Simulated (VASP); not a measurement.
Wanted: the native input for a VASP 6.6.1 run.

* Task: relaxation of cell and atoms
* Functional: RPBE
* Potentials or basis: VASP PAW PBE potentials, release 64 (La, O)
* Cutoff: 600 eV
* k mesh: 6 × 6 × 4
* Occupations: fermi-dirac, width 0.02 eV
* Spin: no spin polarisation
* Dipole correction: no
* Further INCAR settings: ALGO = Normal; EDIFF = 1e-07; IBRION = 2; EDIFFG = -0.005; NSW = 80; ISIF = 3

The structure of La2O3 lies in POSCAR:

```
La2O3
1.0
    3.9307780000      0.0000000000      0.0000000000
   -1.9653890000      3.4041530000      0.0000000000
    0.0000000000      0.0000000000      6.1119540000
La O
2 3
Direct
    0.6666666667      0.3333333333      0.7537640000
    0.3333333333      0.6666666667      0.2462360000
    0.6666666667      0.3333333333      0.3541090000
    0.3333333333      0.6666666667      0.6458910000
    0.0000000000      0.0000000000      0.0000000000
```

One way to write it, as run:

INCAR

```
PREC = Accurate
ENCUT = 600
EDIFF = 1E-7
ISMEAR = -1
SIGMA = 0.02
LREAL = F
LASPH = T
NELM = 100
ALGO = Normal
ISIF = 3
LWAVE = F
LCHARG = F
GGA = RP
IBRION = 2
NSW = 80
EDIFFG = -0.005
```

KPOINTS

```
regular mesh
0
Gamma
  6 6 4
```

Potentials or basis: VASP PAW PBE potentials, release 64 (La, O).

Command:

```sh
$ cat potpaw_PBE.64/La/POTCAR potpaw_PBE.64/O/POTCAR > POTCAR
$ mpirun -np 1 vasp_std > vasp.out
```

Results of the run:

The relaxed volume is 17.05 Å³/atom. The relaxed cell is a = 3.959 Å, b = 3.959 Å, c = 6.280 Å, α = 90.00°, β = 90.00°, γ = 120.00°, the space group after relaxing (to 0.05 Å) is P-3m1 (No. 164) and the energy gained by relaxing is 9.5 meV/atom. The ionic steps are 12 and the pressure after relaxing is 0.0 GPa. The band gap on the k mesh is 3.89 eV, indirect (least direct gap 4.08 eV).

Caveat: the PAW data sets were made with another functional, which shifts forces and pressure a little; spin-orbit coupling is left out, which moves the levels of the heavy elements.

Run time: 11 min on 1 thread of Intel(R) Xeon(R) Platinum 8259CL CPU @ 2.50GHz (Skylake/Cascade Lake), with other jobs on the host, peak memory 0.26 GiB.
